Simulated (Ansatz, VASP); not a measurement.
# Two plane-wave programs on H7C4N

```
CELL_PARAMETERS angstrom
7.97387 0.00000 0.00000
0.00000 7.97387 0.00000
0.00000 0.00000 7.97387
ATOMIC_POSITIONS crystal
C 0.23130 0.63078 0.78514
C 0.24311 0.79775 0.77319
C 0.86431 0.76284 0.07391
C 0.94677 0.87943 0.16074
C 0.56218 0.15783 0.01909
C 0.66829 0.28129 0.98039
C 0.36398 0.17213 0.45670
C 0.26808 0.19519 0.60959
C 0.40968 0.61695 0.20569
C 0.25417 0.52478 0.22506
C 0.84434 0.02535 0.62524
C 0.71669 0.90525 0.57764
H 0.13956 0.56815 0.86630
H 0.31396 0.54887 0.71341
H 0.16137 0.88172 0.84373
H 0.33706 0.85630 0.69174
H 0.87914 0.63017 0.10289
H 0.78016 0.79550 0.97098
H 0.03042 0.84411 0.26318
H 0.93491 0.01298 0.13352
H 0.59858 0.05694 0.10398
H 0.43592 0.15259 0.96683
H 0.79505 0.28774 0.03145
H 0.63262 0.38155 0.89434
H 0.28208 0.18848 0.34740
H 0.46451 0.26596 0.44850
H 0.42050 0.04655 0.45495
H 0.50826 0.53123 0.16191
H 0.39330 0.71547 0.11088
H 0.44966 0.67298 0.32509
H 0.95446 0.01203 0.54412
H 0.79612 0.15381 0.61387
H 0.88398 0.00615 0.75538
N 0.19030 0.21063 0.73197
N 0.13076 0.44860 0.24005
N 0.61286 0.81102 0.53777
```

Alike in both runs: functional PBE; dispersion D3(BJ); k mesh 1 × 1 × 1; occupations fermi-dirac, width 0.05 eV; no spin polarisation.

Ansatz relaxed the structure, and its values are those at the end. VASP's run is a single point on that final structure, the one shown.

```csv
,VASP,Ansatz
version,VASP 6.6.1,Ansatz 0.2.0
potentials or method,"VASP PAW PBE potentials, release 64 (C, H, N), cutoff 520 eV","scalar-relativistic, plane waves, PAW"
valence electrons in the cell,84,84
```

Ansatz gave:

```
rms of the force components (eV/Å) : 0.047
```

**Question.** What did VASP give for the same quantities?

**Answer.** rms of the force components (eV/Å): 0.100.

Noted on VASP's run: the standard files for N, O and F lose accuracy on very short bonds.
